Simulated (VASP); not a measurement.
# ZrNb2N4 (P2/m) in VASP: notebook, part 2 of 2

VASP 6.6.1.

### 3 Single point, PBE (volume scaled by 0.91, then relaxed in part)

The input, INCAR:

```
PREC = Accurate
ENCUT = 520
EDIFF = 1E-6
ISMEAR = 0
SIGMA = 0.1
LREAL = F
LASPH = T
NELM = 60
ALGO = Normal
ISIF = 2
LWAVE = F
LCHARG = T
GGA = PE
LELF = T
LVHAR = T
NBANDS = 38
```

The input, KPOINTS:

```
regular mesh
0
Gamma
  6 10 6
```

The input, POSCAR:

```
ZrNb2N4
1.0
    5.0941166760      0.0000000000     -0.0200154276
    0.0000000000      3.0529972721      0.0000000000
   -1.6604245747      0.0000000000      5.0576127502
Zr Nb N
1 2 4
Direct
    0.0000000000      0.5000000000      0.5000000000
    0.0000000000      0.0000000000      0.0000000000
    0.5000000000      0.5000000000      0.0000000000
    0.7618243204      0.5000000000      0.7711406154
    0.2569182134      0.0000000000      0.7538058334
    0.7430817866      0.0000000000      0.2461941666
    0.2381756796      0.5000000000      0.2288593846
```

Potentials or basis: VASP PAW PBE potentials, release 64 (Zr_sv, Nb_sv, N).

The run is started by

```sh
cat potpaw_PBE.64/Zr_sv/POTCAR potpaw_PBE.64/Nb_sv/POTCAR potpaw_PBE.64/N/POTCAR > POTCAR
mpirun -np 1 vasp_std > vasp.out
```

OUTCAR:

```text
PREC = Accurate
   ENCUT = 520
   EDIFF = 1E-6
   ISMEAR = 0
   LREAL = F
   LASPH = T
   NELM = 60
   ISIF = 2
   GGA = PE

 ion  position               nearest neighbor table
   1  0.000  0.500  0.500-   4 2.16   7 2.16   6 2.18   5 2.18   5 2.18   6 2.18   3 3.05   3 3.05
                             2 3.07   2 3.07   2 3.07   2 3.07
   2  0.000  0.000  0.000-   4 2.09   7 2.09   4 2.09   7 2.09   6 2.12   5 2.12   3 2.97   3 2.97
                             3 2.97   3 2.97   1 3.07   1 3.07   1 3.07   1 3.07
   3  0.500  0.500  0.000-   4 2.07   7 2.07   6 2.13   5 2.13   5 2.13   6 2.13   2 2.97   2 2.97
                             2 2.97   2 2.97   1 3.05   1 3.05
   4  0.762  0.500  0.771-   3 2.07   2 2.09   2 2.09   1 2.16
   5  0.257  0.000  0.754-   2 2.12   3 2.13   3 2.13   1 2.18   1 2.18
   6  0.743  0.000  0.246-   2 2.12   3 2.13   3 2.13   1 2.18   1 2.18
   7  0.238  0.500  0.229-   3 2.07   2 2.09   2 2.09   1 2.16

  LATTYP: Found a simple monoclinic cell.
 ALAT       =     5.0941559974
 B/A-ratio  =     0.5993136593
 C/A-ratio  =     1.0449620780
 COS(beta)  =    -0.3156529259

  Lattice vectors:

 A1 = (   5.0941166760,   0.0000000000,  -0.0200154276)
 A2 = (   0.0000000000,   3.0529972721,   0.0000000000)
 A3 = (  -1.6604245747,   0.0000000000,   5.0576127502)

Analysis of symmetry for initial positions (statically):
=====================================================================
 Subroutine PRICEL returns:
 Original cell was already a primitive cell.

 Routine SETGRP: Setting up the symmetry group for a
 simple monoclinic supercell.

 Subroutine GETGRP returns: Found  4 space group operations
 (whereof  4 operations were pure point group operations)
 out of a pool of  4 trial point group operations.

The static configuration has the point symmetry C_2h.

Analysis of symmetry for dynamics (positions and initial velocities):
=====================================================================
 Subroutine PRICEL returns:
 Original cell was already a primitive cell.
[... 137 lines left out ...]
     AMIX     =   0.40;   BMIX     =  1.00
     AMIX_MAG =   1.60;   BMIX_MAG =  1.00
  volume/ion in A,a.u.               =      11.22        75.73
  Fermi-wavevector in a.u.,A,eV,Ry     =   1.479645  2.796123 29.787887  2.189348
  Thomas-Fermi vector in A             =   2.593777
   LORBIT       =      0    0 simple, 1 ext, 2 COOP (PROOUT), +10 PAW based schemes
   GGA     = PE    functional components
   LHFCALC =     F    Hartree Fock is set to
   AEXX    =    0.0000 exact exchange contribution
   IVDW    =     0    specifies the selected vdW correction
   LEPSILON=     F    determine dielectric tensor
   LRPA    =     F    only Hartree local field effects (RPA)
 non-spin polarized calculation
 Gauss-broadening in eV      SIGMA  =   0.10
  energy-cutoff  :      520.00
  volume of cell :       78.56
 maximum number of plane-waves:      2134
 NGX is ok and might be reduce to    40
   NGX = 19   NGY = 11   NGZ = 19

 number of electron      58.0000000 magnetization

 Free energy of the ion-electron system (eV)
  ---------------------------------------------------
  ext. energy  EPLUGINS =         0.00000000
  ---------------------------------------------------
  free energy    TOTEN  =       -69.81769566 eV

  energy without entropy =      -69.80965597  energy(sigma->0) =      -69.81367582

 E-fermi :  10.5074     XC(G=0): -12.3230

 val. band max:       10.5032182182   @ k =   0.3333   0.2000  -0.0000
 cond. band min:      10.5097559852   @ k =   0.5000   0.3000   0.3333
 fundamental gap:      0.0065377670
 Fermi energy:        10.5074312379

 k-point     1 :       0.0000    0.0000    0.0000
  band No.  band energies     occupation
      1     -45.3573      2.00000
      2     -45.1959      2.00000
      3     -38.3278      2.00000
      4     -22.1777      2.00000
      5     -21.6381      2.00000
      6     -21.3366      2.00000
[... 973 lines left out ...]
     37      15.6298      0.00000
     38      16.5895      0.00000

 [... further k-points ...]
[... 5 lines left out ...]
  --------------------------------------------------------------------------------------
  -------------------------------------------------------------------------------------
  Total       11.9717262     11.9737730     12.0170382      0.0000000      0.0000000     -0.0005325
  in kB      244.1670506    244.2087959    245.0912030      0.0000000      0.0000000     -0.0108609
  external PRESSURE =     244.4890165 kB  Pullay stress =       0.0000000 kB

 VOLUME and BASIS-vectors are now :
 -----------------------------------------------------------------------------
  energy-cutoff  :      520.00
  volume of cell :       78.56
      direct lattice vectors                 reciprocal lattice vectors
     5.094116676  0.000000000 -0.020015428     0.196558436  0.000000000  0.064530535
     0.000000000  3.052997272  0.000000000     0.000000000  0.327546968  0.000000000
    -1.660424575  0.000000000  5.057612750     0.000777877  0.000000000  0.197977120

 POSITION                                       TOTAL-FORCE (eV/Angst)
 -----------------------------------------------------------------------------------
     -0.83021      1.52650      2.52881        -0.000000      0.000000      0.000000
      0.00000      0.00000      0.00000         0.000000      0.000000      0.000000
      2.54706      1.52650     -0.01001         0.000000      0.000000      0.000000
      2.60040      1.52650      3.88488        -0.012498      0.000000      0.029932
      0.05713      0.00000      3.80732         0.009516      0.000000      0.033386
      3.37656      0.00000      1.23028        -0.009516     -0.000000     -0.033386
      0.83329      1.52650      1.15271         0.012498      0.000000     -0.029932
 -----------------------------------------------------------------------------------
    total drift:                                0.000000     -0.000000     -0.000000

  FREE ENERGIE OF THE ION-ELECTRON SYSTEM (eV)
  ---------------------------------------------------
  free  energy   TOTEN  =       -69.8176956612 eV

  energy  without entropy=      -69.8096559747  energy(sigma->0) =      -69.81367582
```

OSZICAR:

```text
N       E                     dE             d eps       ncg     rms          rms(c)
DAV:   1     0.650767310249E+03    0.65077E+03   -0.32163E+04  9120   0.159E+03
DAV:   2    -0.224671122313E+02   -0.67323E+03   -0.65233E+03 11078   0.569E+02
DAV:   3    -0.796922279526E+02   -0.57225E+02   -0.56401E+02 14800   0.143E+02
DAV:   4    -0.835352485539E+02   -0.38430E+01   -0.38325E+01 15470   0.311E+01
DAV:   5    -0.836543576233E+02   -0.11911E+00   -0.11903E+00 14190   0.525E+00    0.358E+01
DAV:   6    -0.705640463494E+02    0.13090E+02   -0.93998E+01 12520   0.480E+01    0.152E+01
DAV:   7    -0.698336832900E+02    0.73036E+00   -0.11142E+01 14648   0.176E+01    0.960E+00
DAV:   8    -0.698206993035E+02    0.12984E-01   -0.10664E+00 14354   0.615E+00    0.343E+00
DAV:   9    -0.698151223349E+02    0.55770E-02   -0.17344E-01 13102   0.267E+00    0.786E-01
DAV:  10    -0.698169997794E+02   -0.18774E-02   -0.29392E-02 14134   0.131E+00    0.453E-01
DAV:  11    -0.698174967085E+02   -0.49693E-03   -0.51721E-03 13508   0.629E-01    0.168E-01
DAV:  12    -0.698176600635E+02   -0.16335E-03   -0.10032E-03 12878   0.276E-01    0.461E-02
DAV:  13    -0.698176861518E+02   -0.26088E-04   -0.13705E-04 14654   0.879E-02    0.314E-02
DAV:  14    -0.698176961197E+02   -0.99679E-05   -0.29210E-05 12024   0.327E-02    0.829E-03
DAV:  15    -0.698176947584E+02    0.13613E-05   -0.44724E-06 10138   0.153E-02    0.395E-03
DAV:  16    -0.698176956612E+02   -0.90280E-06   -0.10723E-06  7500   0.610E-03
   1 F= -.69817696E+02 E0= -.69813676E+02  d E =-.803969E-02
```

It took 5.3 min on 1 thread of Intel Xeon 6975P-C, shared host; peak memory 0.41 GiB.

Results:

* Free energy: -69.8177 eV
* Pressure: 24.4 GPa
* Largest force: 0.035 eV/Å
* Band gap on the k mesh: zero (band 29 reaches 11.52 eV, above the bottom of band 30 at 8.85 eV)

Forces in eV/Å, atoms in the order of the input:
```
Zr   0.000  0.000  0.000
Nb   0.000  0.000  0.000
Nb   0.000  0.000  0.000
N   -0.012  0.000  0.030
N    0.010  0.000  0.033
N   -0.010  0.000 -0.033
N    0.012  0.000 -0.030
```

### 4 Single point, PBE (volume scaled by 0.94, then relaxed in part)

The input, INCAR:

```
SYSTEM = ZrNb2N4
  PREC = Accurate
  ENCUT = 520
  EDIFF = 1E-6
  ISMEAR = 0
  SIGMA = 0.1
  LREAL = .FALSE.
  LASPH = .TRUE.
  NELM = 80
  ALGO = Normal
  ISIF = 2
  LWAVE = .FALSE.
  LCHARG = .FALSE.
  GGA = PE
  NBANDS = 38
```

The input, KPOINTS:

```
Automatic mesh
0
G
  6 10 6
  0 0 0
```

The input, POSCAR:

```
ZrNb2N4
1.0
    5.1519594394      0.0000000000     -0.0093104910
    0.0000000000      3.0794919946      0.0000000000
   -1.6684142438      0.0000000000      5.1176572093
Zr Nb N
1 2 4
Direct
    0.0000000000      0.5000000000      0.5000000000
    0.0000000000      0.0000000000      0.0000000000
    0.5000000000      0.5000000000      0.0000000000
    0.7649047927      0.5000000000      0.7747132781
    0.2552361716      0.0000000000      0.7548382311
    0.7447638284      0.0000000000      0.2451617689
    0.2350952073      0.5000000000      0.2252867219
```

Potentials or basis: VASP PAW PBE potentials, release 64 (Zr_sv, Nb_sv, N).

The run is started by

```sh
cat potpaw_PBE.64/Zr_sv/POTCAR potpaw_PBE.64/Nb_sv/POTCAR potpaw_PBE.64/N/POTCAR > POTCAR
mpirun -np 1 vasp_std > vasp.out
```

OUTCAR:

```text
SYSTEM = ZrNb2N4
   PREC = Accurate
   ENCUT = 520
   EDIFF = 1E-6
   ISMEAR = 0
   LREAL = .FALSE.
   LASPH = .TRUE.
   NELM = 80
   ISIF = 2
   GGA = PE

 ion  position               nearest neighbor table
   1  0.000  0.500  0.500-   4 2.18   7 2.18   6 2.20   5 2.20   5 2.20   6 2.20   3 3.09   3 3.09
                             2 3.10   2 3.10   2 3.10   2 3.10
   2  0.000  0.000  0.000-   4 2.10   7 2.10   4 2.10   7 2.10   6 2.13   5 2.13   3 3.00   3 3.00
                             3 3.00   3 3.00   1 3.10   1 3.10   1 3.10   1 3.10
   3  0.500  0.500  0.000-   4 2.09   7 2.09   6 2.16   5 2.16   5 2.16   6 2.16   2 3.00   2 3.00
                             2 3.00   2 3.00   1 3.09   1 3.09
   4  0.765  0.500  0.775-   3 2.09   2 2.10   2 2.10   1 2.18
   5  0.255  0.000  0.755-   2 2.13   3 2.16   3 2.16   1 2.20   1 2.20
   6  0.745  0.000  0.245-   2 2.13   3 2.16   3 2.16   1 2.20   1 2.20
   7  0.235  0.500  0.225-   3 2.09   2 2.10   2 2.10   1 2.18

  LATTYP: Found a simple monoclinic cell.
 ALAT       =     5.1519678522
 B/A-ratio  =     0.5977312132
 C/A-ratio  =     1.0447953809
 COS(beta)  =    -0.3116732739

  Lattice vectors:

 A1 = (   5.1519594394,   0.0000000000,  -0.0093104910)
 A2 = (   0.0000000000,   3.0794919946,   0.0000000000)
[... 187 lines left out ...]
 E-fermi :  10.1156     XC(G=0): -12.1384

 val. band max:       10.0751967538   @ k =   0.0000   0.4000   0.5000
 cond. band min:      10.1245756932   @ k =   0.5000   0.3000   0.3333
 fundamental gap:      0.0493789393
 Fermi energy:        10.1155790317

 k-point     1 :       0.0000    0.0000    0.0000
  band No.  band energies     occupation
      1     -45.8249      2.00000
      2     -45.6872      2.00000
      3     -38.8922      2.00000
      4     -22.5665      2.00000
      5     -22.0604      2.00000
      6     -21.7976      2.00000
[... 973 lines left out ...]
     37      15.0267      0.00000
     38      16.0046      0.00000

 [... further k-points ...]
[... 5 lines left out ...]
  --------------------------------------------------------------------------------------
  -------------------------------------------------------------------------------------
  Total        7.5389499      7.5526683      7.5791267      0.0000000      0.0000000     -0.0144406
  in kB      148.8520014    149.1228620    149.6452679      0.0000000      0.0000000     -0.2851216
  external PRESSURE =     149.2067104 kB  Pullay stress =       0.0000000 kB

 VOLUME and BASIS-vectors are now :
 -----------------------------------------------------------------------------
  energy-cutoff  :      520.00
  volume of cell :       81.15
      direct lattice vectors                 reciprocal lattice vectors
     5.151959439  0.000000000 -0.009310491     0.194215331  0.000000000  0.063316399
     0.000000000  3.079491995  0.000000000     0.000000000  0.324728884  0.000000000
    -1.668414244  0.000000000  5.117657209     0.000353334  0.000000000  0.195517102

 POSITION                                       TOTAL-FORCE (eV/Angst)
 -----------------------------------------------------------------------------------
     -0.83421      1.53975      2.55883         0.000000      0.000000     -0.000000
      0.00000      0.00000      0.00000         0.000000      0.000000     -0.000000
      2.57598      1.53975     -0.00466         0.000000      0.000000     -0.000000
      2.64822      1.53975      3.95760        -0.009412      0.000000      0.028955
      0.05558      0.00000      3.86063         0.009649      0.000000      0.028421
      3.42796      0.00000      1.24772        -0.009649      0.000000     -0.028421
      0.83533      1.53975      1.15075         0.009412     -0.000000     -0.028955
 -----------------------------------------------------------------------------------
    total drift:                               -0.000000     -0.000000     -0.000000

  FREE ENERGIE OF THE ION-ELECTRON SYSTEM (eV)
  ---------------------------------------------------
  free  energy   TOTEN  =       -70.1377526483 eV

  energy  without entropy=      -70.1294485305  energy(sigma->0) =      -70.13360059
```

Wall time 5.2 min (1 thread of Intel Xeon 6975P-C, shared host); peak memory 0.42 GiB.

Results:

```yaml
Free_energy: -70.1378 eV
Pressure: 14.9 GPa
Largest_force: 0.030 eV/Å
Band_gap_on_the_k_mesh: zero (band 29 reaches 11.09 eV, above the bottom of band 30 at 8.58 eV)
```

Forces in eV/Å, atoms in the order of the input:
```
Zr   0.000  0.000  0.000
Nb   0.000  0.000  0.000
Nb   0.000  0.000  0.000
N   -0.009  0.000  0.029
N    0.010  0.000  0.028
N   -0.010  0.000 -0.028
N    0.009  0.000 -0.029
```

Levels at points of the mesh, in eV from the Fermi level:
```
           k point  band 25  band 26  band 27  band 28  band 29  band 30  band 31  band 32  band 33  band 34
(0.00, 0.00, 0.00)    -2.53    -2.50    -1.64    -1.40    -1.32    -0.17     0.50     0.85     2.29     2.94
(0.50, 0.00, 0.00)    -4.38    -4.16    -2.21    -1.46    -0.40     0.40     0.85     1.16     1.84     1.96
(0.00, 0.50, 0.00)    -4.08    -3.96    -3.02    -2.63     0.97     1.41     1.92     2.03     2.59     2.69
(0.50, 0.50, 0.00)    -4.29    -3.67    -2.52    -1.88    -0.59     0.03     2.10     2.12     2.69     2.73
(0.00, 0.00, 0.50)    -4.15    -3.79    -1.79    -1.34    -0.44     0.21     0.47     0.73     1.79     3.02
(0.50, 0.00, 0.50)    -3.01    -2.63    -2.52    -2.33    -2.17     0.71     1.54     1.63     2.33     2.43
(0.00, 0.50, 0.50)    -4.03    -4.03    -3.17    -2.00    -0.15     0.83     1.30     1.38     2.73     2.87
(0.50, 0.50, 0.50)    -2.51    -2.47    -2.19    -2.13    -2.00    -1.53     2.61     2.68     3.20     3.51
```

### 5 Overview

| cell | gap on the mesh (eV) | pressure (GPa) | largest force (eV/Å) |
| --- | --- | --- | --- |
| a = 5.035, b = 3.025, c = 5.263 Å, angles 90.0, 108.6, 90.0°, 7 atoms | none | 35.6 | 0.04 |
| a = 5.094, b = 3.053, c = 5.323 Å, angles 90.0, 108.4, 90.0°, 7 atoms | none | 24.4 | 0.03 |
| a = 5.152, b = 3.079, c = 5.383 Å, angles 90.0, 108.2, 90.0°, 7 atoms | none | 14.9 | 0.03 |

Alike in all rows: task single point; level PBE; potentials or basis VASP PAW PBE potentials, release 64 (Zr_sv, Nb_sv, N); no spin polarisation; k mesh 6 × 10 × 6; cutoff (eV) 520; smearing gaussian 0.1 eV.

Total energies depend on the potentials used, so only differences within one code and one set of settings carry meaning.
